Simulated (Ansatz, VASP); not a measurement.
One calculation of NbC, two programs

```
CELL_PARAMETERS angstrom
3.16013 0.00000 0.00000
1.58007 2.73675 0.00000
1.58007 0.91225 2.58024
ATOMIC_POSITIONS crystal
Nb 0.00000 0.00000 0.00000
C 0.50000 0.50000 0.50000
```

Alike in both runs: task single point; functional PBEsol; k mesh 9 × 9 × 9; occupations gaussian, width 0.02 eV; no spin polarisation.

|  | VASP | Ansatz |
| --- | --- | --- |
| version | VASP 6.6.1 | Ansatz 0.2.0 |
| potentials or method | VASP PAW PBE potentials, release 64 (Nb_sv, C) | plane waves, PAW |
| plane-wave cutoff (eV) | 600 | 420 |
| valence electrons in the cell | 17 | 17 |

Ansatz gave:

```
gap on the k mesh at the Fermi level (eV) : none
pressure (GPa)                            : -4.0
```

Question: Which values does VASP return?

Answer: gap on the k mesh at the Fermi level (eV): none; pressure (GPa): -4.6.

VASP's potentials were made for PBE, not for PBEsol. A gap of «none» marks a metal or a gap that the smearing closes. Ansatz's warnings: stress scf threshold loose.
